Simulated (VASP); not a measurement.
Crystal: HfB.

```xyz
2
Lattice="0.0000 2.2788 2.2788 2.2788 0.0000 2.2788 2.2788 2.2788 0.0000" Properties=species:S:1:pos:R:3 pbc="T T T"
Hf    2.2788    2.2788    2.2788
B     0.0000    0.0000    0.0000
```

This cell differs from its parent crystal: volume scaled by 0.96.

Base run:

| Quantity | Value |
| --- | --- |
| Program | VASP 6.6.1 |
| Functional | PBE |
| Potentials or basis | VASP PAW PBE potentials, release 64 (Hf_pv, B) |
| Cutoff | 520 eV |
| k mesh | 10 × 10 × 10 |
| Occupations | fermi-dirac, width 0.05 eV |
| Spin | no spin polarisation |

Its results: pressure 42.8 GPa.

Task: The run is repeated on the same cell with these changes: functional from PBE to PBEsol. What comes out?

Result: Pressure 36.2 GPa.

PBEsol binds more tightly than PBE, so the same cell stands under less pressure.

Caveats: the PAW data sets were made with another functional, which shifts forces and pressure a little (some runs).
